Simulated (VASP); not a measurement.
## WC: single point with PBEsol

WC:

```xyz
16
Lattice="-2.8899 -5.0600 0.0167 4.3028 -2.5115 0.0034 -0.0048 -0.0160 5.7734" Properties=species:S:1:pos:R:3 pbc="T T T"
W     0.0010   -5.0893    0.1374
W    -0.0324   -4.8756    3.0451
W    -1.3814   -2.2881    0.2063
W    -1.6605   -2.5223    3.2627
W     1.5186   -2.4787    0.0654
W     1.3922   -2.3925    2.9957
W     0.1801    0.1672    0.0994
W     0.0977    0.0777    3.0662
C     1.3242   -4.1740    1.7384
C     1.0847   -4.2584    4.5999
C     0.2013   -1.4484    1.5135
C     0.0510   -1.7166    4.5023
C     2.8986   -1.4891    1.7898
C     3.0359   -1.5507    4.5171
C    -1.5440   -3.9787    1.7660
C    -1.5184   -3.8528    4.6038
```

```
Program                : VASP 6.6.1
Task                   : single point
Functional             : PBEsol
Potentials or basis    : VASP PAW PBE potentials, release 64 (W_sv, C)
Cutoff                 : 520 eV
k mesh                 : 2 × 2 × 2
Occupations            : fermi-dirac, width 0.24 eV
Spin                   : no spin polarisation
Dipole correction      : no
Further INCAR settings : LREAL = Auto; ALGO = Normal; EDIFF = 1e-06; NBANDS = 86
```

```yaml
Pressure: 8.5 GPa
Largest_force: 8.610 eV/Å
Band_gap_on_the_k_mesh: zero (bands 72 and 73 overlap by 0.20 eV)
```

Forces in eV/Å, atoms in the order of the input:
```
W   -1.884  2.164  4.048
W   -2.737 -1.561  0.456
W   -0.628 -1.592  1.926
W    4.315  5.330 -5.205
W   -1.110  0.936  2.262
W    1.104 -1.239  0.741
W   -2.603 -1.132  2.497
W   -2.962 -0.073 -0.047
C    1.555  1.557 -2.081
C    5.805  3.318 -1.003
C   -1.239 -1.285 -0.176
C   -0.450  1.868 -0.079
C    0.498 -1.563 -2.104
C   -1.968 -1.306 -0.616
C    1.335 -0.261 -1.610
C    0.969 -5.161  0.993
```

Stress tensor (GPa, compression positive):
```
15.39  1.56 -3.78
 1.56  9.34 -4.49
-3.78 -4.49  0.79
```

Levels at points of the mesh, in eV from the Fermi level:
```csv
k point,band 69,band 70,band 71,band 72,band 73,band 74,band 75,band 76
"(0.00, 0.00, 0.00)",-0.93,-0.76,-0.65,0.13,0.33,0.63,1.01,1.43
"(0.50, 0.00, 0.00)",-1.05,-1.00,-0.27,-0.06,0.01,0.25,0.67,0.92
"(0.00, 0.50, 0.00)",-0.82,-0.60,-0.31,0.06,0.74,1.11,1.51,1.66
"(0.50, 0.50, 0.00)",-1.57,-1.54,-1.12,-0.75,0.83,1.15,1.34,1.46
"(0.00, 0.00, 0.50)",-1.30,-0.68,-0.28,0.00,0.18,0.48,0.64,1.03
"(0.50, 0.00, 0.50)",-1.22,-1.08,-1.02,-0.80,-0.07,0.03,0.48,0.96
"(0.00, 0.50, 0.50)",-1.53,-1.29,-1.16,-0.88,0.33,0.49,0.85,1.02
"(0.50, 0.50, 0.50)",-1.81,-1.56,-1.39,-1.22,0.80,0.85,1.15,1.55
```

Wall time 8.4 min on 1 thread of Intel Xeon 8259CL, on a shared host, peak memory 0.33 GiB.

Caveat: the k points lie up to 0.63 Å⁻¹ apart; the atoms stand as in a frame of molecular dynamics; the PAW data sets were made with another functional, which shifts forces and pressure a little; spin-orbit coupling is left out, which moves the levels of the heavy elements.
